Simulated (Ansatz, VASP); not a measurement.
**Two plane-wave programs on BaAl2B4**

```xyz
7
Lattice="3.1811 0.0000 0.0000 -1.5906 2.7549 0.0000 0.0000 0.0000 10.3029" Properties=species:S:1:pos:R:3 pbc="T T T"
Ba    0.0000    0.0000    0.0000
Al    0.0000    0.0000    6.4379
Al    0.0000    0.0000    3.8650
B     0.0000    1.8366    7.8191
B     1.5906    0.9183    7.8191
B     1.5906    0.9183    2.4838
B     0.0000    1.8366    2.4838
```

Alike in both runs: functional PBE; k mesh 15 × 15 × 4; occupations gaussian, width 0.1 eV; no spin polarisation.

Ansatz relaxed the structure, and its values are those at the end. VASP's run is a single point on that final structure, the one shown.

|  | VASP | Ansatz |
| --- | --- | --- |
| version | VASP 6.6.1 | Ansatz 0.2.0 |
| potentials or method | VASP PAW PBE potentials, release 64 (Ba_sv, Al, B), cutoff 520 eV | scalar-relativistic, plane waves, PAW |
| valence electrons in the cell | 28 | 28 |

```tsv
	VASP	Ansatz	Ansatz less VASP
gap on the k mesh at the Fermi level (eV)	none	none	-
pressure (GPa)	1.4	0.0	-1.39
rms of the force components (eV/Å)	0.033	0.000	-0.0324
```

A gap of «none» marks a metal or a gap that the smearing closes. The functional is the same, so the differences come from potentials, cutoffs and numerics.

Spin-orbit coupling is off throughout.
